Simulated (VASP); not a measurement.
Runs of VASP 6.6.1 on Re. The structure is that of space group P6_3/mmc (No. 194), or close to it. The cells are those of the table. 

| cell | k mesh | gap on the mesh (eV) | pressure (GPa) |
| --- | --- | --- | --- |
| a = 2.697, b = 2.697, c = 5.110 Å, angles 105.3, 105.3, 120.0°, 2 atoms | 16 × 16 × 8 | none | 59.0 |
| a = 2.814, b = 2.814, c = 5.333 Å, angles 105.3, 105.3, 120.0°, 2 atoms | 13 × 13 × 9 | none | 1.8 |
| a = 2.887, b = 2.887, c = 5.471 Å, angles 105.3, 105.3, 120.0°, 2 atoms | 16 × 16 × 8 | none | -19.8 |
| a = 2.851, b = 2.851, c = 5.403 Å, angles 105.3, 105.3, 120.0°, 2 atoms | 16 × 16 × 8 | none | (a) |

Alike in all rows: task single point; level BLYP; potentials or basis VASP PAW PBE potentials, release 64 (Re); no spin polarisation; cutoff (eV) 520; smearing fermi-dirac 0.1 eV.

Estimate the missing entries.

(a) -10.2.

Caveats: the PAW data sets were made with another functional, which shifts forces and pressure a little; spin-orbit coupling is left out, which moves the levels of the heavy elements; the cell stands under tension (at least some runs); the cell stands under pressure (at least some runs).

A k mesh can miss the band edges, and the runs leave out spin-orbit coupling on Re.

A gap of «none» marks levels without a gap at the run's occupations.
